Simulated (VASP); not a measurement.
Nb:

```
Nb
1.0
    -1.66395    1.66395    1.66395
     1.66395   -1.66395    1.66395
     1.66395    1.66395   -1.66395
Nb
1
Cartesian
  0.0000 0.0000 0.0000
```

| Quantity | Value |
| --- | --- |
| Program | VASP 6.6.1 |
| Task | relaxation of cell and atoms |
| Functional | r2SCAN |
| Potentials or basis | VASP PAW PBE potentials, release 64 (Nb_sv) |
| Cutoff | 600 eV |
| k mesh | 18 × 18 × 18 |
| Occupations | gaussian, width 0.1 eV |
| Spin | no spin polarisation |

At the start: pressure -3.7 GPa; volume 18.43 Å³/atom.

Question: How do energy, volume and symmetry change on relaxing?

Answer: Over 3 steps the energy falls by 4.7 meV/atom and the volume is 18.03 Å³/atom (-2.1 %); space group Im-3m (No. 229, to 0.05 Å).

Step by step:
| step | energy change (eV) | largest force (eV/Å) | pressure (GPa) | volume (Å³) |
| --- | --- | --- | --- | --- |
| 1 | 0.0000 | 0.0000 | -3.70 | 18.43 |
| 2 | 0.0115 | 0.0000 | 7.50 | 17.32 |
| 3 | -0.0047 | 0.0000 | -0.04 | 18.03 |

Final structure:
```xyz
1
Lattice="-1.6520 1.6520 1.6520 1.6520 -1.6520 1.6520 1.6520 1.6520 -1.6520" Properties=species:S:1:pos:R:3 pbc="T T T"
Nb    0.0000    0.0000    0.0000
```

Caveat: the PAW data sets were made with another functional, which shifts forces and pressure a little.
